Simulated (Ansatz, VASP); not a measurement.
# One calculation of C, two programs

The input INCAR:

```
SYSTEM = C
PREC = Accurate
ENCUT = 520
EDIFF = 1E-6
ISMEAR = 0
SIGMA = 0.05
LREAL = .False.
LASPH = .True.
NELM = 60
ALGO = Normal
ISIF = 2
LWAVE = .False.
LCHARG = .False.
GGA = CA
NBANDS = 26
```

Contents of KPOINTS:

```
Automatic mesh
0
Gamma
  8 8 8
  0 0 0
```

POSCAR

```
C
1.0
    1.3916690928      2.4448680937     -3.3373019203
    1.3916690928     -2.4448680937     -3.3373019203
   -2.8429274761      0.0000000000     -3.3141068708
C
8
Direct
    0.9166166134      0.4166166134      0.6666169904
    0.4166166134      0.9166166134      0.6666169904
    0.9166166134      0.9166166134      0.1666169904
    0.4166166134      0.4166166134      0.1666169904
    0.0833833866      0.5833833866      0.3333830096
    0.5833833866      0.0833833866      0.3333830096
    0.0833833866      0.0833833866      0.8333830096
    0.5833833866      0.5833833866      0.8333830096
```

Input for Ansatz:

```yaml
crystal:
  lattice:
    - [1.3916690928, 2.4448680937, -3.3373019203]
    - [1.3916690928, -2.4448680937, -3.3373019203]
    - [-2.8429274761, 0.0, -3.3141068708]
  atoms:
    - { symbol: C, position: [0.9166166134, 0.4166166134, 0.6666169904] }
    - { symbol: C, position: [0.4166166134, 0.9166166134, 0.6666169904] }
    - { symbol: C, position: [0.9166166134, 0.9166166134, 0.1666169904] }
    - { symbol: C, position: [0.4166166134, 0.4166166134, 0.1666169904] }
    - { symbol: C, position: [0.0833833866, 0.5833833866, 0.3333830096] }
    - { symbol: C, position: [0.5833833866, 0.0833833866, 0.3333830096] }
    - { symbol: C, position: [0.0833833866, 0.0833833866, 0.8333830096] }
    - { symbol: C, position: [0.5833833866, 0.5833833866, 0.8333830096] }
basis:
  ecutwfc: 420
kpoints:
  mp_grid: { grid: [8, 8, 8] }
hamiltonian:
  xc: lda
scf:
  occupations: { method: gaussian, width: 0.05 }
output:
  forces: true
  stress: true
  eigenvalues: true
```

Alike in both runs: task single point; functional LDA; k mesh 8 × 8 × 8; occupations gaussian, width 0.05 eV; no spin polarisation.

|  | VASP | Ansatz |
| --- | --- | --- |
| version | VASP 6.6.1 | Ansatz 0.2.0 |
| potentials or method | VASP PAW LDA potentials, release 64 (C), cutoff 520 eV | scalar-relativistic, plane waves, PAW |
| valence electrons in the cell | 32 | 32 |

```csv
,VASP,Ansatz,Ansatz less VASP
gap on the k mesh at the Fermi level (eV),0.42,0.42,+0.003
least direct gap on the mesh (eV),0.42,0.42,+0.003
pressure (GPa),0.8,0.0,-0.82
"traceless stress, the component that is largest in VASP (GPa)",-0.87,0.06,+0.934
```

LDA's correlation is that of Perdew and Zunger in VASP and of Perdew and Wang (1992) in Ansatz.
